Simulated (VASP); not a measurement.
Ti:

```xyz
1
Lattice="-1.6410 1.6410 1.6410 1.6410 -1.6410 1.6410 1.6410 1.6410 -1.6410" Properties=species:S:1:pos:R:3 pbc="T T T"
Ti    0.0000    0.0000    0.0000
```

This isn't the form of Ti at room conditions, which is hcp.

* Program: VASP 6.6.1
* Task: relaxation of cell and atoms
* Functional: BLYP
* Dispersion: D3(BJ)
* Potentials or basis: VASP PAW PBE potentials, release 64 (Ti_sv)
* Cutoff: 500 eV
* k mesh: 12 × 12 × 12
* Occupations: fermi-dirac, width 0.15 eV
* Spin: no spin polarisation

At the start: pressure -12.7 GPa; volume 17.68 Å³/atom.

Task: Where does the relaxation end?

Result: Over 3 steps the energy falls by 98.4 meV/atom and the volume is 15.43 Å³/atom (-12.7 %); space group Im-3m (No. 229, to 0.1 Å) before and after.

The path:
```
step  energy change (eV)  largest force (eV/Å)  pressure (GPa)  volume (Å³)
   1              0.0000                0.0000          -12.65        17.68
   2             -0.0676                0.0000            9.61        14.34
   3             -0.0984                0.0000           -0.09        15.43
```

Final structure:
```
Ti
1.0
    -1.56822    1.56822    1.56822
     1.56822   -1.56822    1.56822
     1.56822    1.56822   -1.56822
Ti
1
Direct
  0.00000 0.00000 0.00000
```

Caveat: the PAW data sets were made with another functional, which shifts forces and pressure a little.
